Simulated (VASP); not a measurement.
# Al2Co (F-43m) in VASP: relaxation of cell and atoms with PBE

Aim: the relaxation of cell and atoms of Al2Co with PBE.

All numbers are computed with VASP 6.6.1; they aren't measurements. Logs are shortened: lines on timing, memory, paths and dates and some standing lists are left out, and cuts for length are marked.

### 1 The cell of the first run

The structure is cubic, space group F-43m (No. 216). The conventional cell has a = 5.736 Å, b = 5.736 Å, c = 5.736 Å, α = 90.00°, β = 90.00°, γ = 90.00°. Al (site symmetry -43m) has 4 Al at 2.48 Å and 6 Co at 2.87 Å within 3.3 Å. Al (site symmetry -43m) has 4 Al at 2.48 Å and 4 Co at 2.48 Å within 3.3 Å. Within 3.3 Å of Co (site symmetry -43m) lie 10 Al at 2.48 to 2.87 Å.

The cell was generated, and may not be a known phase.

### 2 Relaxation of cell and atoms, PBE, collinear spin, ferromagnetic start

Input file INCAR:

```
SYSTEM = Al2Co
ALGO     = Normal         ! electronic algorithm
EDIFF    = 1E-6           ! SCF threshold, eV
EDIFFG   = -0.01          ! ionic threshold
ENCUT    = 600            ! plane-wave cutoff, eV
GGA      = PE             ! functional
IBRION   = 2              ! ionic algorithm
ISIF     = 3              ! what is computed and relaxed
ISMEAR   = 0              ! smearing method
ISPIN    = 2              ! spin polarisation
LASPH    = .TRUE.         ! aspherical terms in the spheres
LCHARG   = .FALSE.        ! write CHGCAR
LMAXMIX  = 4              ! l up to which the mixer works
LORBIT   = 11             ! projections on sites
LREAL    = .FALSE.        ! projectors in reciprocal space
LWAVE    = .FALSE.        ! write WAVECAR
MAGMOM   = 0 0 -0.16      ! initial moments
NELM     = 150            ! most SCF steps
NSW      = 100            ! ionic steps
PREC     = Accurate       ! precision mode
SIGMA    = 0.1            ! smearing width, eV
```

Input file KPOINTS:

```
k-points
0
G
  14 14 14
  0 0 0
```

Input file POSCAR:

```
Al2Co
1.0
    0.0000000000      2.8679206227      2.8679206227
    2.8679206227      0.0000000000      2.8679206227
    2.8679206227      2.8679206227      0.0000000000
Al Co
2 1
Direct
    0.2500000000      0.2500000000      0.2500000000
    0.5000000000      0.5000000000      0.5000000000
    0.7500000000      0.7500000000      0.7500000000
```

Potentials or basis: VASP PAW PBE potentials, release 64 (Al, Co).

Started as:

```
$ cat potpaw_PBE.64/Al/POTCAR potpaw_PBE.64/Co/POTCAR > POTCAR
$ mpirun -np 1 vasp_std > vasp.out
```

OUTCAR:

```text
SYSTEM = Al2Co
   EDIFF = 1E-6
   EDIFFG = -0.01
   ENCUT = 600
   GGA = PE
   IBRION = 2
   ISIF = 3
   ISMEAR = 0
   ISPIN = 2
   LASPH = .TRUE.
   LORBIT = 11
   LREAL = .FALSE.
   NELM = 150
   NSW = 100
   PREC = Accurate

 ion  position               nearest neighbor table
   1  0.250  0.250  0.250-   2 2.48   2 2.48   2 2.48   2 2.48   3 2.87   3 2.87   3 2.87   3 2.87
                             3 2.87   3 2.87
   2  0.500  0.500  0.500-   1 2.48   1 2.48   1 2.48   1 2.48   3 2.48   3 2.48   3 2.48   3 2.48

   3  0.750  0.750  0.750-   2 2.48   2 2.48   2 2.48   2 2.48   1 2.87   1 2.87   1 2.87   1 2.87
                             1 2.87   1 2.87

  LATTYP: Found a face centered cubic cell.
 ALAT       =     5.7358412454

  Lattice vectors:

 A1 = (   0.0000000000,   2.8679206227,   2.8679206227)
 A2 = (   2.8679206227,   0.0000000000,   2.8679206227)
 A3 = (   2.8679206227,   2.8679206227,   0.0000000000)

Analysis of symmetry for initial positions (statically):
=====================================================================
 Subroutine PRICEL returns:
 Original cell was already a primitive cell.

 Routine SETGRP: Setting up the symmetry group for a
 face centered cubic supercell.

 Subroutine GETGRP returns: Found 24 space group operations
 (whereof 24 operations were pure point group operations)
 out of a pool of 48 trial point group operations.

The static configuration has the point symmetry T_d .

Analysis of symmetry for dynamics (positions and initial velocities):
=====================================================================
 Subroutine PRICEL returns:
 Original cell was already a primitive cell.

 Routine SETGRP: Setting up the symmetry group for a
 face centered cubic supercell.

 Subroutine GETGRP returns: Found 24 space group operations
 (whereof 24 operations were pure point group operations)
 out of a pool of 48 trial point group operations.

The dynamic configuration has the point symmetry T_d .

Analysis of structural, dynamic, and magnetic symmetry:
=====================================================================
 Subroutine PRICEL returns:
 Original cell was already a primitive cell.

 Routine SETGRP: Setting up the symmetry group for a
 face centered cubic supercell.

 Subroutine GETGRP returns: Found 24 space group operations
 (whereof 24 operations were pure point group operations)
 out of a pool of 48 trial point group operations.

The overall configuration has the point symmetry T_d .

 Subroutine INISYM returns: Found 24 space group operations
 (whereof 24 operations are pure point group operations),
 and found     1 'primitive' translations

----------------------------------------------------------------------------------------

                                     Primitive cell

  volume of cell :      47.1771

  direct lattice vectors                    reciprocal lattice vectors
     0.000000000  2.867920623  2.867920623    -0.174342343  0.174342343  0.174342343
     2.867920623  0.000000000  2.867920623     0.174342343 -0.174342343  0.174342343
     2.867920623  2.867920623  0.000000000     0.174342343  0.174342343 -0.174342343

  length of vectors
     4.055852240  4.055852240  4.055852240     0.301969795  0.301969795  0.301969795

  position of ions in fractional coordinates (direct lattice)
     0.250000000  0.250000000  0.250000000
     0.500000000  0.500000000  0.500000000
     0.750000000  0.750000000  0.750000000

  ion indices of the primitive-cell ions
   primitive index   ion index
                 1           1
                 2           2
                 3           3
[... 118 lines left out ...]
  ---------------------------------------------------
  free energy    TOTEN  =       -13.99095779 eV

  energy without entropy =      -13.97691407  energy(sigma->0) =      -13.98393593

------------------------ aborting loop because EDIFF is reached ----------------------------------------

  FORCE on cell =-STRESS in cart. coord.  units (eV):
  Direction    XX          YY          ZZ          XY          YZ          ZX
  --------------------------------------------------------------------------------------
  -------------------------------------------------------------------------------------
  Total        0.1044963      0.1044963      0.1044963      0.0000000      0.0000000     -0.0000000
  in kB        3.5487897      3.5487897      3.5487897      0.0000000      0.0000000     -0.0000000
  external PRESSURE =       3.5487897 kB  Pullay stress =       0.0000000 kB

 VOLUME and BASIS-vectors are now :
 -----------------------------------------------------------------------------
  energy-cutoff  :      600.00
  volume of cell :       47.18
      direct lattice vectors                 reciprocal lattice vectors
     0.000000000  2.867920623  2.867920623    -0.174342343  0.174342343  0.174342343
     2.867920623  0.000000000  2.867920623     0.174342343 -0.174342343  0.174342343
     2.867920623  2.867920623  0.000000000     0.174342343  0.174342343 -0.174342343

 POSITION                                       TOTAL-FORCE (eV/Angst)
 -----------------------------------------------------------------------------------
      1.43396      1.43396      1.43396         0.000000      0.000000      0.000000
      2.86792      2.86792      2.86792         0.000000      0.000000     -0.000000
      4.30188      4.30188      4.30188        -0.000000     -0.000000     -0.000000
 -----------------------------------------------------------------------------------
    total drift:                               -0.000000     -0.000000     -0.000000

  FREE ENERGIE OF THE ION-ELECTRON SYSTEM (eV)
  ---------------------------------------------------
  free  energy   TOTEN  =       -13.9909577889 eV

  energy  without entropy=      -13.9769140657  energy(sigma->0) =      -13.98393593

--------------------------------------- Ionic step        2  -------------------------------------------

 number of electron      15.0000006 magnetization      -0.0461176

 Free energy of the ion-electron system (eV)
  ---------------------------------------------------
  ext. energy  EPLUGINS =         0.00000000
  ---------------------------------------------------
  free energy    TOTEN  =       -13.99120901 eV

  energy without entropy =      -13.97702693  energy(sigma->0) =      -13.98411797

 E-fermi :   6.9745     XC(G=0): -10.5114

 val. band max:        6.9743221427   @ k =   0.3571   0.2857   0.0000
 cond. band min:       6.9756124556   @ k =   0.5000   0.2857   0.0714
 fundamental gap:      0.0012903129
 Fermi energy:         6.9745305199

 spin component 1

 k-point     1 :       0.0000    0.0000    0.0000
  band No.  band energies     occupation
      1      -2.7743      1.00000
      2       5.2232      1.00000
      3       5.2232      1.00000
      4       5.2232      1.00000
      5       5.8146      1.00000
      6       5.8146      1.00000
      7       8.9764      0.00000
      8       8.9764      0.00000
      9       8.9764      0.00000
     10      11.4115      0.00000
     11      11.4115      0.00000
[... 310 lines left out ...]
  band No.  band energies     occupation
      1      -1.8086      1.00000
      2       4.0995      1.00000
      3       4.9269      1.00000
      4       5.1102      1.00000
      5       5.5689      1.00000
      6       5.9278      1.00000
      7       6.8446      0.96696
      8       7.8887      0.00000
      9       8.8812      0.00000
     10       9.7635      0.00000
     11      11.7883      0.00000

 [... further k-points ...]

 spin component 2

 k-point     1 :       0.0000    0.0000    0.0000
  band No.  band energies     occupation
      1      -2.7752      1.00000
      2       5.1955      1.00000
      3       5.1955      1.00000
      4       5.1955      1.00000
      5       5.7705      1.00000
      6       5.7705      1.00000
      7       8.9743      0.00000
      8       8.9743      0.00000
      9       8.9743      0.00000
     10      11.3998      0.00000
     11      11.3998      0.00000
[... 310 lines left out ...]
  band No.  band energies     occupation
      1      -1.8095      1.00000
      2       4.0874      1.00000
      3       4.9028      1.00000
      4       5.0868      1.00000
      5       5.5353      1.00000
      6       5.8846      1.00000
      7       6.8197      0.98574
      8       7.8729      0.00000
      9       8.8610      0.00000
     10       9.7542      0.00000
     11      11.7826      0.00000

 [... further k-points ...]

------------------------ aborting loop because EDIFF is reached ----------------------------------------

  FORCE on cell =-STRESS in cart. coord.  units (eV):
  Direction    XX          YY          ZZ          XY          YZ          ZX
  --------------------------------------------------------------------------------------
  -------------------------------------------------------------------------------------
  Total        0.0030715      0.0030715      0.0030715     -0.0000000      0.0000000      0.0000000
  in kB        0.1037874      0.1037874      0.1037874     -0.0000000      0.0000000      0.0000000
  external PRESSURE =       0.1037874 kB  Pullay stress =       0.0000000 kB

 VOLUME and BASIS-vectors are now :
 -----------------------------------------------------------------------------
  energy-cutoff  :      600.00
  volume of cell :       47.42
      direct lattice vectors                 reciprocal lattice vectors
     0.000000000  2.872739858  2.872739858    -0.174049870  0.174049870  0.174049870
     2.872739858  0.000000000  2.872739858     0.174049870 -0.174049870  0.174049870
     2.872739858  2.872739858 -0.000000000     0.174049870  0.174049870 -0.174049870

 POSITION                                       TOTAL-FORCE (eV/Angst)
 -----------------------------------------------------------------------------------
      1.43637      1.43637      1.43637        -0.000000     -0.000000      0.000000
      2.87274      2.87274      2.87274        -0.000000     -0.000000     -0.000000
      4.30911      4.30911      4.30911         0.000000      0.000000      0.000000
 -----------------------------------------------------------------------------------
    total drift:                               -0.000000     -0.000000     -0.000000

  FREE ENERGIE OF THE ION-ELECTRON SYSTEM (eV)
  ---------------------------------------------------
  free  energy   TOTEN  =       -13.9912090087 eV

  energy  without entropy=      -13.9770269293  energy(sigma->0) =      -13.98411797

 reached required accuracy - stopping structural energy minimisation

 total charge

# of ion       s       p       d       tot
------------------------------------------
    1        0.418   0.381   0.000   0.799
    2        0.430   0.459   0.000   0.889
    3        0.434   0.317   7.412   8.163
--------------------------------------------------
tot          1.282   1.156   7.412   9.850

 magnetization (x)

# of ion       s       p       d       tot
------------------------------------------
    1       -0.000   0.000   0.000  -0.000
    2        0.000   0.000   0.000   0.001
    3       -0.000  -0.001  -0.043  -0.044
--------------------------------------------------
tot         -0.000  -0.001  -0.043  -0.044
```

Wall time 91 s (1 thread of Intel Xeon 6975P-C (Granite Rapids), shared host); peak memory 0.29 GiB.

Results:

| Item | Value |
| --- | --- |
| Free energy | -13.9912 eV |
| Relaxed volume | 15.81 Å³/atom |
| Relaxed cell | a = 4.063 Å, b = 4.063 Å, c = 4.063 Å, α = 60.00°, β = 60.00°, γ = 60.00° |
| Space group after relaxing (to 0.1 Å) | F-43m (No. 216) |
| Energy gained by relaxing | 0.1 meV/atom |
| Ionic steps | 2 |
| Pressure after relaxing | 0.0 GPa |
| Net moment | -0.05 μB per cell |
| Site moments | Al -0.00, +0.00; Co -0.04 μB |
| Valence electrons inside the program's atomic spheres | Al 0.80, 0.89; Co 8.16 |

The path:
```
step  energy change (eV)  largest force (eV/Å)  pressure (GPa)  volume (Å³)
   1              0.0000                0.0000            0.35        47.18
   2             -0.0003                0.0000            0.01        47.42
```

Final structure:
```yaml
crystal:
  lattice:
    - [0.00000, 2.87274, 2.87274]
    - [2.87274, 0.00000, 2.87274]
    - [2.87274, 2.87274, 0.00000]
  atoms:
    - { symbol: Al, position: [0.25000, 0.25000, 0.25000] }
    - { symbol: Al, position: [0.50000, 0.50000, 0.50000] }
    - { symbol: Co, position: [0.75000, 0.75000, 0.75000] }
```
